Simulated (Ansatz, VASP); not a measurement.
Two plane-wave programs on C

POSCAR

```
C
1.0
    2.5031953547      0.0000000000      0.0000000000
   -1.2515976774      2.1678307678      0.0000000000
    0.0000000000      0.0000000000      4.1688692743
C
4
Direct
    0.3333333333      0.6666666667      0.0002313159
    0.6666666667      0.3333333333      0.5002313159
    0.3333333333      0.6666666667      0.3747686841
    0.6666666667      0.3333333333      0.8747686841
```

Contents of INCAR.step1:

```
SYSTEM = C
PREC = Accurate ; ENCUT = 520
EDIFF = 1E-5 ; ISMEAR = 0
SIGMA = 0.01 ; LREAL = .FALSE.
LASPH = .TRUE. ; NELM = 60
ALGO = Normal ; ISIF = 2
LWAVE = .TRUE. ; LCHARG = .FALSE.
NBANDS = 16 ; GGA = PE
```

File INCAR.step2:

```
SYSTEM = C
PREC = Accurate ; ENCUT = 520
EDIFF = 1E-6 ; ISMEAR = 0
SIGMA = 0.01 ; LREAL = .FALSE.
LASPH = .TRUE. ; NELM = 60
ALGO = Normal ; ISIF = 2
LWAVE = .FALSE. ; LCHARG = .FALSE.
GGA = PE ; LHFCALC = .TRUE.
AEXX = 1.0 ; ALDAC = 0.0
AGGAC = 0.0 ; PRECFOCK = Normal
NBANDS = 16 ; ISTART = 1
```

KPOINTS

```
regular mesh
0
G
  9 9 4
  0 0 0
```

Input for Ansatz:

```yaml
crystal:
  lattice:
    - [2.5031953547, 0.0, 0.0]
    - [-1.2515976774, 2.1678307678, 0.0]
    - [0.0, 0.0, 4.1688692743]
  atoms:
    - { symbol: C, position: [0.3333333333, 0.6666666667, 0.0002313159] }
    - { symbol: C, position: [0.6666666667, 0.3333333333, 0.5002313159] }
    - { symbol: C, position: [0.3333333333, 0.6666666667, 0.3747686841] }
    - { symbol: C, position: [0.6666666667, 0.3333333333, 0.8747686841] }
kpoints:
  mp_grid: { grid: [9, 9, 4] }
  band_path:
    path:
      - [0.0, 0.0, 0.0]
      - [0.5, 0.0, 0.0]
      - [0.3333333333, 0.3333333333, 0.0]
      - [0.0, 0.0, 0.5]
      - [0.5, 0.0, 0.5]
      - [0.3333333333, 0.3333333333, 0.5]
    npoints: 1
hamiltonian:
  xc: hf
scf:
  occupations: { method: fixed }
  n_extra_bands: 5
output:
  forces: true
  stress: true
  eigenvalues: true
  write_density: true
  write_potential: true
  elf: true
  volumetric_format: npy
```

Alike in both runs: task single point; functional HF; k mesh 9 × 9 × 4; no spin polarisation.

|  | VASP | Ansatz |
| --- | --- | --- |
| version | VASP 6.6.1 | Ansatz 0.2.0 |
| potentials or method | VASP PAW PBE potentials, release 64 (C) | plane waves, PAW |
| plane-wave cutoff (eV) | 520 | 420 |
| occupations | gaussian, width 0.01 eV | fixed |
| valence electrons in the cell | 16 | 16 |

|  | VASP | Ansatz | Ansatz less VASP |
| --- | --- | --- | --- |
| gap on the k mesh at the Fermi level (eV) | 11.52 | 11.50 | -0.022 |
| pressure (GPa) | -2.9 | -3.8 | -0.92 |
| traceless stress, the component that is largest in VASP (GPa) | -1.41 | -1.42 | -0.007 |
| rms of the force components (eV/Å) | 0.027 | 0.031 | +0.0034 |

VASP's potentials were made for PBE, not for HF. Atom by atom the forces differ by 0.003 eV/Å (rms over components). Ansatz's warnings: stress exchange threshold loose, stress scf threshold loose.
